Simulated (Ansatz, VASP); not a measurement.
PbS in VASP and in Ansatz

```
CELL_PARAMETERS angstrom
0.00000 2.96500 3.11325
2.96500 0.00000 3.11325
2.96500 2.96500 0.00000
ATOMIC_POSITIONS crystal
Pb 0.00000 0.00000 0.00000
S 0.50000 0.50000 0.50000
```

Change from the starting cell: strain +0.000 along x and y, +0.050 along z, atoms carried along.

Alike in both runs: task single point; functional r2SCAN; k mesh 8 × 8 × 8; occupations gaussian, width 0.05 eV; no spin polarisation.

|  | VASP | Ansatz |
| --- | --- | --- |
| version | VASP 6.6.1 | Ansatz 0.2.0 |
| potentials or method | VASP PAW PBE potentials, release 64 (Pb_d, S), cutoff 550 eV | scalar-relativistic, plane waves, PAW |
| valence electrons in the cell | 20 | 20 |

```csv
,VASP,Ansatz,Ansatz less VASP
gap on the k mesh at the Fermi level (eV),0.74,0.73,-0.009
least direct gap on the mesh (eV),0.74,0.73,-0.009
pressure (GPa),-1.1,-1.1,+0.01
"traceless stress, the component that is largest in VASP (GPa)",-3.14,-3.13,+0.015
```

VASP's potentials were made for PBE, not for r2SCAN.

Neither program's run includes spin-orbit coupling.
